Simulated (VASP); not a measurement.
# Br (Pm-3m) in VASP: a series of runs, part 2 of 2

VASP 6.6.1.

## 4. Single point, PBE

This run uses another cell than the first one, of 21.95 Å³/atom.

Contents of INCAR:

```
PREC     = Accurate       # precision mode
ENCUT    = 520            # plane-wave cutoff, eV
EDIFF    = 1E-6           # SCF threshold, eV
ISMEAR   = -1             # smearing method
SIGMA    = 0.02           # smearing width, eV
LREAL    = False          # projectors in reciprocal space
LASPH    = True           # aspherical terms in the spheres
NELM     = 60             # most SCF steps
ALGO     = Normal         # electronic algorithm
ISIF     = 2              # what is computed and relaxed
LWAVE    = False          # write WAVECAR
LCHARG   = True           # write CHGCAR
GGA      = PE             # functional
LELF     = True           # ELF
LVHAR    = True         
NBANDS   = 10             # bands
```

Contents of KPOINTS:

```
regular mesh
0
Gamma
  15 15 15
```

Contents of POSCAR:

```
Br
1.0
    2.8000460321      0.0000000000      0.0000000000
    0.0000000000      2.8000460321      0.0000000000
    0.0000000000      0.0000000000      2.8000460321
Br
1
Direct
    0.0000000000      0.0000000000      0.0000000000
```

On the command line:

```sh
$ cat potpaw_PBE.64/Br/POTCAR > POTCAR
$ mpirun -np 1 vasp_std > vasp.out
```

It took 6.3 s on 1 thread of Intel Xeon 6975P-C (Granite Rapids), shared host; peak memory 0.15 GiB.

It converged, with:

| Property | Result |
| --- | --- |
| Free energy | -0.8508 eV |
| Pressure | 20.0 GPa |
| Band gap on the k mesh | zero (an odd number of electrons rules out a gap without spin polarisation) |

Levels at points of the mesh, in eV from the Fermi level:
```
           k point  band 1  band 2  band 3  band 4  band 5  band 6  band 7  band 8
(0.00, 0.00, 0.00)  -18.11   -0.29   -0.29   -0.29    7.11    7.84    7.84   21.75
```

Caveat: the cell stands under pressure; an odd number of electrons without spin polarisation forces a metal; a magnetic or distorted state may lie lower.

## 5. Single point, PBE

This run uses another cell than the first one, of 29.71 Å³/atom.

Contents of INCAR:

```
PREC = Accurate
ENCUT = 520
EDIFF = 1E-6
ISMEAR = -1
SIGMA = 0.02
LREAL = F
LASPH = T
NELM = 60
ALGO = Normal
ISIF = 2
LWAVE = F
LCHARG = F
GGA = PE
NBANDS = 10
```

Contents of KPOINTS:

```
Automatic mesh
0
Gamma
  15 15 15
```

Contents of POSCAR:

```
Br
1.0
    3.0971489611      0.0000000000      0.0000000000
    0.0000000000      3.0971489611      0.0000000000
    0.0000000000      0.0000000000      3.0971489611
Br
1
Direct
    0.0000000000      0.0000000000      0.0000000000
```

Potentials or basis: VASP PAW PBE potentials, release 64 (Br).

On the command line:

```sh
$ cat potpaw_PBE.64/Br/POTCAR > POTCAR
$ mpirun -np 1 vasp_std > vasp.out
```

OUTCAR:

```text
PREC = Accurate
   ENCUT = 520
   EDIFF = 1E-6
   ISMEAR = -1
   LREAL = F
   LASPH = T
   NELM = 60
   ISIF = 2
   GGA = PE

 ion  position               nearest neighbor table
   1  0.000  0.000  0.000-

  LATTYP: Found a simple cubic cell.
 ALAT       =     3.0971489611

  Lattice vectors:

 A1 = (   3.0971489611,   0.0000000000,   0.0000000000)
 A2 = (   0.0000000000,   3.0971489611,   0.0000000000)
 A3 = (   0.0000000000,   0.0000000000,   3.0971489611)

Analysis of symmetry for initial positions (statically):
=====================================================================
 Subroutine PRICEL returns:
 Original cell was already a primitive cell.

 Routine SETGRP: Setting up the symmetry group for a
 simple cubic supercell.

 Subroutine GETGRP returns: Found 48 space group operations
 (whereof 48 operations were pure point group operations)
 out of a pool of 48 trial point group operations.

The static configuration has the point symmetry O_h .

Analysis of symmetry for dynamics (positions and initial velocities):
=====================================================================
 Subroutine PRICEL returns:
 Original cell was already a primitive cell.

 Routine SETGRP: Setting up the symmetry group for a
 simple cubic supercell.

 Subroutine GETGRP returns: Found 48 space group operations
 (whereof 48 operations were pure point group operations)
 out of a pool of 48 trial point group operations.

The dynamic configuration has the point symmetry O_h .

 Subroutine INISYM returns: Found 48 space group operations
 (whereof 48 operations are pure point group operations),
 and found     1 'primitive' translations

----------------------------------------------------------------------------------------

                                     Primitive cell

  volume of cell :      29.7089

  direct lattice vectors                    reciprocal lattice vectors
     3.097148961  0.000000000  0.000000000     0.322877592  0.000000000  0.000000000
     0.000000000  3.097148961  0.000000000     0.000000000  0.322877592  0.000000000
     0.000000000  0.000000000  3.097148961     0.000000000  0.000000000  0.322877592

  length of vectors
     3.097148961  3.097148961  3.097148961     0.322877592  0.322877592  0.322877592

  position of ions in fractional coordinates (direct lattice)
     0.000000000  0.000000000  0.000000000

  ion indices of the primitive-cell ions
   primitive index   ion index
                 1           1

----------------------------------------------------------------------------------------

 KPOINTS: Automatic mesh

Automatic generation of k-mesh.
 Grid dimensions read from file:
 generate k-points for:   15   15   15

 Generating k-lattice:

  Cartesian coordinates                     Fractional coordinates (reciprocal lattice)
     0.021525173  0.000000000  0.000000000     0.066666667  0.000000000  0.000000000
     0.000000000  0.021525173  0.000000000     0.000000000  0.066666667  0.000000000
     0.000000000  0.000000000  0.021525173     0.000000000  0.000000000  0.066666667

  Length of vectors
     0.021525173  0.021525173  0.021525173

  Shift w.r.t. Gamma in fractional coordinates (k-lattice)
     0.000000000  0.000000000  0.000000000

 Subroutine IBZKPT returns following result:
 ===========================================

 Found    120 irreducible k-points:

 Following reciprocal coordinates:
            Coordinates               Weight
  0.000000  0.000000  0.000000      1.000000
  0.066667  0.000000  0.000000      6.000000
  0.133333  0.000000  0.000000      6.000000
  0.200000  0.000000  0.000000      6.000000
  0.266667  0.000000  0.000000      6.000000
  0.333333  0.000000  0.000000      6.000000
[... 16 lines left out ...]
  0.266667  0.200000  0.000000     24.000000
  0.333333  0.200000  0.000000     24.000000
 [... further k-points ...]
   k-points           NKPTS =    120   k-points in BZ     NKDIM =    120   number of bands    NBANDS=     10
   number of dos      NEDOS =    301   number of ions     NIONS =      1
   total plane-waves  NPLWV =  13824
   dimension x,y,z NGX =    24 NGY =   24 NGZ =   24
   dimension x,y,z NGXF=    48 NGYF=   48 NGZF=   48
   ions per type =               1
   NGX,Y,Z   is equivalent  to a cutoff of  12.88, 12.88, 12.88 a.u.
   NGXF,Y,Z  is equivalent  to a cutoff of  25.77, 25.77, 25.77 a.u.
 SYSTEM =  unknown system
   PREC   = accura    normal or accurate (medium, high low for compatibility)
   ISTART =      0    job   : 0-new  1-cont  2-samecut
   ICHARG =      2    charge: 1-file 2-atom 10-const
   ISPIN  =      1    spin polarized calculation?
   LNONCOLLINEAR =      F non collinear calculations
   LSORBIT =      F    spin-orbit coupling
   LASPH  =      T    aspherical Exc in radial PAW
   ENCUT  =  520.0 eV  38.22 Ry    6.18 a.u.   5.76  5.76  5.76*2*pi/ulx,y,z
   NELM   =     60;   NELMIN=  2; NELMDL= -5     # of ELM steps
   EDIFF  = 0.1E-05   stopping-criterion for ELM
   LREAL  =      F    real-space projection
   EDIFFG = 0.1E-04   stopping-criterion for IOM
   NSW    =      0    number of steps for IOM
   IBRION =     -1    ionic relax: 0-MD 1-quasi-New 2-CG
   NFREE  =      0    steps in history (QN), initial steepest desc. (CG)
   ISIF   =      2    stress and relaxation
   ISYM   =      2    0-nonsym 1-usesym 2-fastsym
   POTIM  = 0.5000    time-step for ionic-motion
   TEBEG  =    0.0;   TEEND  =   0.0 temperature during run
   PSTRESS=    0.0 pullay stress
   NELECT =       7.0000    total number of electrons
   NUPDOWN=      -1.0000    fix difference up-down
   EMIN   =  10.00;   EMAX   =-10.00  energy-range for DOS
   EFERMI =   0.00;   METHOD = LEGACY
   ISMEAR =    -1;   SIGMA  =   0.02  broadening in eV -4-tet -1-fermi 0-gaus
   EFERMI_NEDOS =   21; number of points for ismear=-14 and -15
   IALGO  =     38    algorithm
   IMIX   =      4    mixing-type and parameters
     AMIX     =   0.40;   BMIX     =  1.00
     AMIX_MAG =   1.60;   BMIX_MAG =  1.00
  volume/ion in A,a.u.               =      29.71       200.49
  Fermi-wavevector in a.u.,A,eV,Ry     =   1.011142  1.910781 13.910703  1.022408
  Thomas-Fermi vector in A             =   2.144174
   LORBIT       =      0    0 simple, 1 ext, 2 COOP (PROOUT), +10 PAW based schemes
   GGA     = PE    functional components
   LHFCALC =     F    Hartree Fock is set to
   AEXX    =    0.0000 exact exchange contribution
   IVDW    =     0    specifies the selected vdW correction
   LEPSILON=     F    determine dielectric tensor
   LRPA    =     F    only Hartree local field effects (RPA)
 non-spin polarized calculation
  energy-cutoff  :      520.00
  volume of cell :       29.71
 maximum number of plane-waves:       813
 NGX is ok and might be reduce to    24
   NGX = 11   NGY = 11   NGZ = 11

 number of electron       7.0000002 magnetization

 Free energy of the ion-electron system (eV)
  ---------------------------------------------------
  ext. energy  EPLUGINS =         0.00000000
  ---------------------------------------------------
  free energy    TOTEN  =        -1.20707679 eV

  energy without entropy =       -1.20530148  energy(sigma->0) =       -1.20618913

 E-fermi :   1.0953     XC(G=0):  -8.5737

 val. band max:        1.0840892936   @ k =   0.2667   0.1333   0.0667
 cond. band min:       1.0982773681   @ k =   0.4667   0.3333   0.1333
 fundamental gap:      0.0141880746
 Fermi energy:         1.0952631584

 k-point     1 :       0.0000    0.0000    0.0000
  band No.  band energies     occupation
      1     -14.5263      2.00000
      2       0.9523      1.99843
      3       0.9523      1.99843
      4       0.9523      1.99843
      5       7.5447      0.00000
      6      10.0088      0.00000
      7      10.0088      0.00000
      8      20.7580      0.00000
      9      20.7580      0.00000
     10      20.7580      0.00000
[... 287 lines left out ...]
 k-point    24 :       0.3333    0.2000    0.0000
  band No.  band energies     occupation
      1     -13.6254      2.00000
      2      -2.5819      2.00000
      3      -0.5020      2.00000
      4       1.6023      0.00000
      5       9.9827      0.00000
      6      11.3164      0.00000
      7      14.0002      0.00000
      8      15.9065      0.00000
      9      15.9180      0.00000
     10      18.5006      0.00000

 [... further k-points ...]

------------------------ aborting loop because EDIFF is reached ----------------------------------------

  FORCE on cell =-STRESS in cart. coord.  units (eV):
  Direction    XX          YY          ZZ          XY          YZ          ZX
  --------------------------------------------------------------------------------------
  -------------------------------------------------------------------------------------
  Total        0.0033826      0.0033826      0.0033826     -0.0000000      0.0000000     -0.0000000
  in kB        0.1824223      0.1824223      0.1824223     -0.0000000      0.0000000     -0.0000000
  external PRESSURE =       0.1824223 kB  Pullay stress =       0.0000000 kB

 VOLUME and BASIS-vectors are now :
 -----------------------------------------------------------------------------
  energy-cutoff  :      520.00
  volume of cell :       29.71
      direct lattice vectors                 reciprocal lattice vectors
     3.097148961  0.000000000  0.000000000     0.322877592  0.000000000  0.000000000
     0.000000000  3.097148961  0.000000000     0.000000000  0.322877592  0.000000000
     0.000000000  0.000000000  3.097148961     0.000000000  0.000000000  0.322877592

 POSITION                                       TOTAL-FORCE (eV/Angst)
 -----------------------------------------------------------------------------------
      0.00000      0.00000      0.00000         0.000000      0.000000      0.000000
 -----------------------------------------------------------------------------------
    total drift:                               -0.000000      0.000000      0.000000

  FREE ENERGIE OF THE ION-ELECTRON SYSTEM (eV)
  ---------------------------------------------------
  free  energy   TOTEN  =        -1.2070767912 eV

  energy  without entropy=       -1.2053014780  energy(sigma->0) =       -1.20618913
```

OSZICAR:

```text
N       E                     dE             d eps       ncg     rms          rms(c)
DAV:   1     0.212743103138E+02    0.21274E+02   -0.28698E+03  2408   0.534E+02
DAV:   2    -0.314265196600E+00   -0.21589E+02   -0.20999E+02  3100   0.961E+01
DAV:   3    -0.120167694061E+01   -0.88741E+00   -0.86911E+00  2848   0.183E+01
DAV:   4    -0.120472176826E+01   -0.30448E-02   -0.30444E-02  2932   0.129E+00
DAV:   5    -0.120473142662E+01   -0.96584E-05   -0.96582E-05  2844   0.706E-02    0.466E+00
DAV:   6    -0.120590985959E+01   -0.11784E-02   -0.93430E-04  2786   0.185E-01    0.284E+00
DAV:   7    -0.120706183531E+01   -0.11520E-02   -0.17933E-03  2582   0.265E-01    0.449E-02
DAV:   8    -0.120706903859E+01   -0.72033E-05   -0.75173E-05  2722   0.447E-02    0.921E-03
DAV:   9    -0.120707471926E+01   -0.56807E-05   -0.50878E-06  2650   0.134E-02    0.432E-03
DAV:  10    -0.120707669596E+01   -0.19767E-05   -0.28905E-06  2616   0.944E-03    0.303E-03
DAV:  11    -0.120707679121E+01   -0.95245E-07   -0.20740E-07  2464   0.254E-03
   1 F= -.12070768E+01 E0= -.12061891E+01  d E =-.177531E-02
```

stdout:

```text
POSCAR found type information on POSCAR Br
 POSCAR found :  1 types and       1 ions
 scaLAPACK will be used
 LDA part: xc-table for (Slater+PW92), standard interpolation
 POSCAR, INCAR and KPOINTS ok, starting setup
 FFT: planning ... GRIDC
 FFT: planning ... GRID_SOFT
 FFT: planning ... GRID
 WAVECAR not read
 entering main loop
```

Wall time 6.4 s (1 thread of Intel Xeon 6975P-C (Granite Rapids), shared host); peak memory 0.15 GiB.

What came out:

* Free energy: -1.2071 eV
* Pressure: 0.0 GPa
* Band gap on the k mesh: zero (an odd number of electrons rules out a gap without spin polarisation)

Levels at points of the mesh, in eV from the Fermi level:
```csv
k point,band 2,band 3,band 4,band 5,band 6,band 7
"(0.00, 0.00, 0.00)",-0.14,-0.14,-0.14,6.45,8.91,8.91
```

Caveat: an odd number of electrons without spin polarisation forces a metal; a magnetic or distorted state may lie lower.

## 6. Relaxation of cell and atoms, PBE

This run uses another cell than the first one, of 28.65 Å³/atom.

Contents of INCAR:

```
  ALGO = Normal
  EDIFF = 1E-6
  EDIFFG = -0.01
  ENCUT = 600
  GGA = PE
  IBRION = 2
  ISIF = 3
  ISMEAR = -1
  LASPH = T
  LCHARG = F
  LREAL = F
  LWAVE = F
  NELM = 80
  NSW = 80
  PREC = Accurate
  SIGMA = 0.02
```

Contents of KPOINTS:

```
k-points
0
Gamma
  15 15 15
```

Contents of POSCAR:

```
Br
1.0
    3.0600000000      0.0000000000      0.0000000000
    0.0000000000      3.0600000000      0.0000000000
    0.0000000000      0.0000000000      3.0600000000
Br
1
Direct
    0.0000000000      0.0000000000      0.0000000000
```

Potentials or basis: VASP PAW PBE potentials, release 64 (Br).

On the command line:

```sh
$ cat potpaw_PBE.64/Br/POTCAR > POTCAR
$ mpirun -np 1 vasp_std > vasp.out
```

It took 10 s on 1 thread of Intel Xeon 6975P-C (Granite Rapids), shared host; peak memory 0.16 GiB.

Results (log left out):

- Free energy: -1.2071 eV
- Relaxed volume: 29.72 Å³/atom
- Relaxed cell: a = 3.098 Å, b = 3.098 Å, c = 3.098 Å, α = 90.00°, β = 90.00°, γ = 90.00°
- Space group after relaxing (to 0.1 Å): Pm-3m (No. 221)
- Energy gained by relaxing: 3.9 meV/atom
- Ionic steps: 3
- Pressure after relaxing: 0.0 GPa
- Band gap on the k mesh: zero (an odd number of electrons rules out a gap without spin polarisation)

Step by step:
| step | energy change (eV) | largest force (eV/Å) | pressure (GPa) | volume (Å³) |
| --- | --- | --- | --- | --- |
| 1 | 0.0000 | 0.0000 | 1.20 | 28.65 |
| 2 | -0.0038 | 0.0000 | 0.17 | 29.56 |
| 3 | -0.0039 | 0.0000 | 0.05 | 29.72 |

Final structure:
```yaml
crystal:
  lattice:
    - [3.09759, 0.00000, 0.00000]
    - [0.00000, 3.09759, 0.00000]
    - [0.00000, 0.00000, 3.09759]
  atoms:
    - { symbol: Br, position: [0.00000, 0.00000, 0.00000] }
```

Levels at points of the mesh, in eV from the Fermi level:
| k point | band 2 | band 3 | band 4 | band 5 | band 6 | band 7 |
| --- | --- | --- | --- | --- | --- | --- |
| (0.00, 0.00, 0.00) | -0.14 | -0.14 | -0.14 | 6.45 | 8.92 | 8.92 |

Caveat: an odd number of electrons without spin polarisation forces a metal; a magnetic or distorted state may lie lower.

## 7. The runs side by side

| task | cell | cutoff (eV) | gap on the mesh (eV) | pressure (GPa) |
| --- | --- | --- | --- | --- |
| single point | a = 2.600 Å, 1 atom | 520 | none | 60.1 |
| single point | a = 2.679 Å, 1 atom | 520 | none | 40.0 |
| single point | a = 2.800 Å, 1 atom | 520 | none | 20.0 |
| single point | a = 3.097 Å, 1 atom | 520 | none | 0.0 |
| relaxation of cell and atoms | relaxed from a = 3.060 Å, 1 atom | 600 | none | 0.0 |

Alike in all rows: level PBE; potentials or basis VASP PAW PBE potentials, release 64 (Br); no spin polarisation; k mesh 15 × 15 × 15; smearing fermi-dirac 0.02 eV.

Caveats: an odd number of electrons without spin polarisation forces a metal; a magnetic or distorted state may lie lower; the cell stands under pressure (at least some runs).

Absolute energies hang on the potentials; compare differences alone.

The gap in the log of VASP goes by the Fermi energy; the results here count the filled bands.